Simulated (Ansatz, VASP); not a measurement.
## Co: VASP beside Ansatz

Contents of INCAR:

```
SYSTEM = Co
ALGO = Normal ; EDIFF = 1E-6
ENCUT = 520 ; GGA = PE
ISIF = 2 ; ISMEAR = -1
ISPIN = 2 ; LASPH = .TRUE.
LCHARG = .FALSE. ; LMAXMIX = 4
LORBIT = 11 ; LREAL = .FALSE.
LWAVE = .FALSE. ; MAGMOM = 3 3
NBANDS = 20 ; NELM = 150
PREC = Accurate ; SIGMA = 0.1
```

KPOINTS

```
k-points
0
G
  13 13 13
  0 0 0
```

File POSCAR:

```
Co
1.0
    3.5863000000      1.7931500000      1.7931500000
    1.7931500000      3.5863000000      1.7931500000
    1.7931500000      1.7931500000      3.5863000000
Co
2
Direct
    0.0000000000      0.0000000000      0.0000000000
    0.5000000000      0.5000000000      0.5000000000
```

Input for Ansatz:

```yaml
crystal:
  lattice:
    - [3.5863, 1.79315, 1.79315]
    - [1.79315, 3.5863, 1.79315]
    - [1.79315, 1.79315, 3.5863]
  atoms:
    - { symbol: Co, position: [0.0, 0.0, 0.0], spin: 3.0 }
    - { symbol: Co, position: [0.5, 0.5, 0.5], spin: 3.0 }
magnetization:
  spin_polarized: true
hamiltonian:
  xc: pbe
  pseudopotentials: { kind: paw }
basis:
  ecutwfc: 420
kpoints:
  mp_grid: { grid: [13, 13, 13] }
scf:
  occupations: { method: fermi_dirac, width: 0.1 }
  lower_state_search: standard
output:
  forces: true
  stress: true
```

Alike in both runs: task single point; functional PBE; k mesh 13 × 13 × 13; occupations fermi-dirac, width 0.1 eV; collinear spin.

```csv
,VASP,Ansatz
version,VASP 6.6.1,Ansatz 0.2.0
potentials or method,"VASP PAW PBE potentials, release 64 (Co), cutoff 520 eV","PAW, plane waves, scalar-relativistic"
valence electrons in the cell,18,34
```

VASP gave:

| Property | Result |
| --- | --- |
| pressure (GPa) | -10.7 |
| traceless stress, the component that is largest in VASP (GPa) | 0.11 |
| net moment per atom (μB) | 1.67 |
| size of the moment on the site where the two differ most (μB) | 1.70 |

Problem. What did Ansatz give for the same quantities?

Solution. Pressure (GPa): -10.2; traceless stress, the component that is largest in VASP (GPa): 0.11; net moment per atom (μB): 1.68; size of the moment on the site where the two differ most (μB): 1.75.

Site moments also hang on the region over which each program counts them. The functional is the same, so the differences come from potentials, cutoffs and numerics. VASP's potentials hold 18 valence electrons a cell and Ansatz's 34, so a difference there can come from the potentials and not from the codes.
